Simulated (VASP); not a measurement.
Here is a VASP 6.6.1 calculation.

File INCAR:

```
SYSTEM = NbP
PREC = Accurate
ENCUT = 520
EDIFF = 1E-7
ISMEAR = 0
SIGMA = 0.15
LREAL = .False.
LASPH = .True.
NELM = 100
ALGO = Normal
ISIF = 2
LWAVE = .False.
LCHARG = .False.
GGA = PE
NBANDS = 26
```

File KPOINTS:

```
regular mesh
0
Gamma
  20 20 20
  0 0 0
```

POSCAR

```
NbP
1.0
   -1.6065824859      1.6065824859      5.7139822308
    1.6065824859     -1.6065824859      5.7139822308
    1.6065824859      1.6065824859     -5.7139822308
Nb P
2 2
Direct
    0.7500346828      0.7500346828      0.0000000000
    0.5000346828      0.0000346828      0.5000000000
    0.3325938922      0.3325938922      0.0000000000
    0.0825938922      0.5825938922      0.5000000000
```

Potentials or basis: VASP PAW PBE potentials, release 64 (Nb_sv, P).

Launch:

```bash
$ cat potpaw_PBE.64/Nb_sv/POTCAR potpaw_PBE.64/P/POTCAR > POTCAR
$ mpirun -np 1 vasp_std > vasp.out
```

(1) What does it give for the largest force?

(2) Predict the band gap on the k mesh.

(3) What does it give for the pressure?

Answers

(1) 0.357 eV/Å.

(2) zero (bands 18 and 19 overlap by 0.32 eV).

(3) 19.1 GPa.

Caveat: the cell differs from its parent crystal (strain -0.040 along x and y, +0.000 along z); the stress differs along the axes, from 11 to 23 GPa.
